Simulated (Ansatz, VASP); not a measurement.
**Ti: VASP beside Ansatz**

Contents of POSCAR:

```
Ti
1.0
   -1.6665422425      1.6665422425      1.5852474989
    1.6665422425     -1.6665422425      1.5852474989
    1.6665422425      1.6665422425     -1.5852474989
Ti
1
Direct
    0.0000000000      0.0000000000      0.0000000000
```

The input INCAR.step1:

```
SYSTEM = Ti
  ALGO = Normal
  EDIFF = 1E-4
  ENCUT = 520
  GGA = PE
  ISMEAR = 0
  LASPH = .True.
  LCHARG = .False.
  LREAL = .False.
  LWAVE = .True.
  NBANDS = 12
  NELM = 60
  PREC = Accurate
  SIGMA = 0.15
```

Contents of INCAR.step2:

```
SYSTEM = Ti
  ALGO = Normal
  EDIFF = 1E-7
  ENCUT = 520
  ISIF = 2
  ISMEAR = 0
  ISTART = 1
  LASPH = .True.
  LCHARG = .False.
  LMIXTAU = .True.
  LREAL = .False.
  LWAVE = .False.
  METAGGA = R2SCAN
  NBANDS = 12
  NELM = 60
  PREC = Accurate
  SIGMA = 0.15
```

Contents of KPOINTS:

```
k-points
0
Gamma
  26 26 26
  0 0 0
```

Input for Ansatz:

```yaml
crystal:
  lattice:
    - [-1.6665422425, 1.6665422425, 1.5852474989]
    - [1.6665422425, -1.6665422425, 1.5852474989]
    - [1.6665422425, 1.6665422425, -1.5852474989]
  atoms:
    - { symbol: Ti, position: [0.0, 0.0, 0.0] }
basis:
  ecutwfc: 500
kpoints:
  mp_grid: { grid: [26, 26, 26] }
hamiltonian:
  xc: r2scan
scf:
  occupations: { method: gaussian, width: 0.15 }
output:
  forces: true
  stress: true
  eigenvalues: true
```

Change from the starting cell: strain +0.025 along x and y, -0.025 along z, atoms carried along.

Alike in both runs: task single point; functional r2SCAN; k mesh 26 × 26 × 26; occupations gaussian, width 0.15 eV; no spin polarisation.

```csv
,VASP,Ansatz
version,VASP 6.6.1,Ansatz 0.2.0
potentials or method,"VASP PAW PBE potentials, release 64 (Ti_sv), cutoff 520 eV","scalar-relativistic, plane waves, PAW"
valence electrons in the cell,12,12
```

|  | VASP | Ansatz | Ansatz less VASP |
| --- | --- | --- | --- |
| gap on the k mesh at the Fermi level (eV) | none | none | - |
| pressure (GPa) | -2.0 | -2.4 | -0.41 |
| traceless stress, the component that is largest in VASP (GPa) | -1.44 | -1.44 | +0.006 |

VASP's potentials were made for PBE, not for r2SCAN. A gap of «none» marks a metal or a gap that the smearing closes.
